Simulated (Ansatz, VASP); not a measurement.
**Two plane-wave programs on C**

```
C
1.0
     0.00000    1.76580    1.76580
     1.76580    0.00000    1.76580
     1.76580    1.76580    0.00000
C
2
Cartesian
  0.0000 0.0000 0.0000
  0.8829 0.8829 0.8829
```

Alike in both runs: functional LDA; k mesh 10 × 10 × 10; occupations gaussian, width 0.1 eV; no spin polarisation.

Ansatz relaxed the structure, and its values are those at the end. VASP's run is a single point on that final structure, the one shown.

|  | VASP | Ansatz |
| --- | --- | --- |
| version | VASP 6.6.1 | Ansatz 0.2.0 |
| potentials or method | VASP PAW LDA potentials, release 64 (C), cutoff 600 eV | scalar-relativistic, plane waves, PAW |
| valence electrons in the cell | 8 | 8 |

|  | VASP | Ansatz | Ansatz less VASP |
| --- | --- | --- | --- |
| gap on the k mesh at the Fermi level (eV) | 4.20 | 4.21 | +0.007 |
| least direct gap on the mesh (eV) | 5.63 | 5.62 | -0.004 |
| pressure (GPa) | 0.9 | -0.1 | -0.95 |

Ansatz warns that its potentials were made for another functional, while VASP's fit it. LDA's correlation is that of Perdew and Zunger in VASP and of Perdew and Wang (1992) in Ansatz.
